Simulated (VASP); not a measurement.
## NaF: G0W0 quasiparticle levels with PBE

Crystal: NaF.

```
Na F
1.0
     0.00000    2.29717    2.29717
     2.29717    0.00000    2.29717
     2.29717    2.29717    0.00000
Na F
1 1
Direct
  0.00000 0.00000 0.00000
  0.50000 0.50000 0.50000
```

```json
{
 "Program": "VASP 6.6.1",
 "Task": "G0W0 quasiparticle levels",
 "Functional": "PBE",
 "Potentials or basis": "VASP PAW PBE potentials, release 64 (Na_sv_GW, F_GW)",
 "Cutoff": "500 eV",
 "k mesh": "6 × 6 × 6",
 "Occupations": "gaussian, width 0.01 eV",
 "Spin": "no spin polarisation",
 "Dipole correction": "no",
 "GW scheme": "G0W0",
 "GW iterations": "1",
 "Cutoff of the response function": "140",
 "Frequency points": "96",
 "Empty bands": "91",
 "Further INCAR settings": "ALGO = EVGW0; EDIFF = 1e-08; NBANDS = 99"
}
```

```yaml
Quasiparticle_gap: 10.66 eV
Least_direct_quasiparticle_gap: 10.66 eV
Band_gap_of_the_starting_levels_on_the_mesh: 6.47 eV
Least_direct_gap_of_the_starting_levels_on_the_mesh: 6.47 eV
```

Run time: 2.8 min on 1 thread of Intel(R) Xeon(R) 6975P-C (Granite Rapids), with other jobs on the host, peak memory 0.47 GiB.

Caveat: the k points lie up to 0.39 Å⁻¹ apart; bands, screening cutoff and mesh are small and nothing is extrapolated, so the quasiparticle values aren't converged.
